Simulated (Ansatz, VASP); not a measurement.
# Sb: VASP beside Ansatz

```
Sb
1.0
     0.00000    2.27385    2.27385
     2.27385    0.00000    2.27385
     2.27385    2.27385    0.00000
Sb
1
Direct
  0.00000 0.00000 0.00000
```

Change from the starting cell: volume scaled by 0.96, crystal datasets.

Alike in both runs: task electric field gradients; functional PBEsol; k mesh 14 × 14 × 14; occupations fermi-dirac, width 0.03 eV; no spin polarisation.

```csv
,VASP,Ansatz
version,VASP 6.6.1,Ansatz 0.2.0
potentials or method,"VASP PAW PBE potentials, release 64 (Sb), cutoff 520 eV","all-electron PAW with datasets made for the crystal, scalar-relativistic"
```

|  | VASP | Ansatz | Ansatz less VASP |
| --- | --- | --- | --- |
| pressure (GPa) | 9.3 | 9.2 | -0.08 |

VASP's potentials were made for PBE, not for PBEsol. Ansatz ran all-electron here, and VASP with PAW potentials.

Spin-orbit coupling is off throughout.
